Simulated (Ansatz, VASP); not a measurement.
# GaN: VASP beside Ansatz

```
Ga N
1.0
     0.05848    2.16699    2.16699
     2.16699    0.05848    2.16699
     2.16699    2.16699    0.05848
Ga N
1 1
Direct
  0.00000 0.00000 0.00000
  0.50000 0.50000 0.50000
```

Change from the starting cell: shear_111 strain +4.2%.

Alike in both runs: task single point; functional PBE; k mesh 10 × 10 × 10; occupations fermi-dirac, width 0.02 eV; no spin polarisation.

|  | VASP | Ansatz |
| --- | --- | --- |
| version | VASP 6.6.1 | Ansatz 0.2.0 |
| potentials or method | VASP PAW PBE potentials, release 64 (Ga_d, N) | plane waves, PAW |
| plane-wave cutoff (eV) | 520 | 420 |
| valence electrons in the cell | 18 | 18 |

Ansatz gave:

* pressure (GPa): -0.9
* traceless stress, the component that is largest in VASP (GPa): -5.77

**Question.** What did VASP give for the same quantities?

**Answer.** Pressure (GPa): -0.1; traceless stress, the component that is largest in VASP (GPa): -5.76.
